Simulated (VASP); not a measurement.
A run of VASP 6.6.1 is set up as follows.

The input INCAR:

```
PREC     = Accurate       # precision mode
ENCUT    = 520            # plane-wave cutoff, eV
EDIFF    = 1E-6           # SCF threshold, eV
ISMEAR   = 0              # smearing method
SIGMA    = 0.1            # smearing width, eV
LREAL    = False          # projectors in reciprocal space
LASPH    = True           # aspherical terms in the spheres
NELM     = 60             # most SCF steps
ALGO     = Normal         # electronic algorithm
ISIF     = 2              # what is computed and relaxed
LWAVE    = False          # write WAVECAR
LCHARG   = False          # write CHGCAR
GGA      = PE             # functional
NBANDS   = 58             # bands
```

The input KPOINTS:

```
Automatic mesh
0
Gamma
  4 4 4
```

The input POSCAR:

```
Hf3SnTe8
1.0
    7.2926042000     -4.0495731000      0.0000000000
    7.2926042000      4.0495731000      0.0000000000
   -0.0060453000      0.0000000000      7.0151415000
Hf Sn Te
3 1 8
Direct
    0.0000000000      0.0000000000      0.0000000000
    0.2466520000      0.7533480000      0.5000000000
    0.7533480000      0.2466520000      0.5000000000
    0.5000000000      0.5000000000      0.0000000000
    0.8784070000      0.8784070000      0.3305290000
    0.3788940000      0.3788940000      0.3545870000
    0.1157210000      0.6414790000      0.8277980000
    0.6414790000      0.1157210000      0.8277980000
    0.8842790000      0.3585210000      0.1722020000
    0.3585210000      0.8842790000      0.1722020000
    0.1215930000      0.1215930000      0.6694710000
    0.6211060000      0.6211060000      0.6454130000
```

Potentials or basis: VASP PAW PBE potentials, release 64 (Hf_pv, Sn_d, Te).

Launch:

```sh
$ cat potpaw_PBE.64/Hf_pv/POTCAR potpaw_PBE.64/Sn_d/POTCAR potpaw_PBE.64/Te/POTCAR > POTCAR
$ mpirun -np 1 vasp_std > vasp.out
```

Task: Estimate the largest force.

Result: 0.056 eV/Å.

Task: Estimate the pressure.

Result: -0.1 GPa.

Task: Predict the band gap on the k mesh.

Result: Zero (band 46 reaches 4.53 eV, above the bottom of band 47 at 3.69 eV).

Stress tensor (GPa, compression positive):
```
-0.06  0.00  0.06
 0.00 -0.11  0.00
 0.06  0.00 -0.25
```

Caveat: spin-orbit coupling is left out, which moves the levels of the heavy elements.
